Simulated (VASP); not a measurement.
**CuO: single point with BLYP**

Crystal: CuO.

```
CELL_PARAMETERS angstrom
2.34465 -1.71340 0.00000
2.34465 1.71340 0.00000
-0.86055 0.00000 5.05944
ATOMIC_POSITIONS crystal
Cu 0.00320 0.49680 0.00000
Cu 0.49680 0.00320 0.50000
O 0.57140 0.40560 0.25370
O 0.40560 0.57140 0.75370
```

```
Program                : VASP 6.6.1
Task                   : single point
Functional             : BLYP
Potentials or basis    : VASP PAW PBE potentials, release 64 (Cu_sv_GW, O)
Cutoff                 : 700 eV
k mesh                 : 6 × 6 × 3
Occupations            : fermi-dirac, width 0.05 eV
Spin                   : no spin polarisation
Dipole correction      : no
Second run             : valence_matched
Further INCAR settings : ALGO = Normal; EDIFF = 1e-06; NBANDS = 33
```

```json
{"Pressure": "9.9 GPa", "Largest force": "0.794 eV/Å", "Band gap on the k mesh": "zero (band 25 reaches 6.24 eV, above the bottom of band 26 at 5.78 eV)"}
```

Forces on the atoms (eV/Å):
```
Cu  -0.646  0.381  0.262
Cu  -0.646 -0.381  0.262
O    0.646  0.241 -0.262
O    0.646 -0.241 -0.262
```

Stress tensor (GPa, compression positive):
```
 9.51  0.00 -1.93
 0.00 10.23  0.00
-1.93  0.00 10.08
```

Levels at points of the mesh, in eV from the Fermi level:
```tsv
k point	band 22	band 23	band 24	band 25	band 26	band 27	band 28	band 29
(0.00, 0.00, 0.00)	-2.31	-2.22	-1.75	0.18	0.88	1.81	6.28	8.12
(0.50, 0.00, 0.00)	-1.67	-1.56	-1.47	-0.05	0.26	4.96	6.41	6.94
(0.50, 0.50, 0.00)	-2.19	-1.70	-1.31	-0.72	1.03	3.54	7.02	8.57
```

Run time: 120 s on 1 thread of AMD EPYC 9R45 (Zen 5) (shared host), peak memory 0.18 GiB.

Caveat: the k points lie up to 0.41 Å⁻¹ apart; the PAW data sets were made with another functional, which shifts forces and pressure a little; semilocal functionals often make such compounds metallic where correlation or magnetic order opens a gap, which also shifts bond lengths. With open d or f shells a metallic result of BLYP can be an artefact of self-interaction; +U or a hybrid may open a gap.
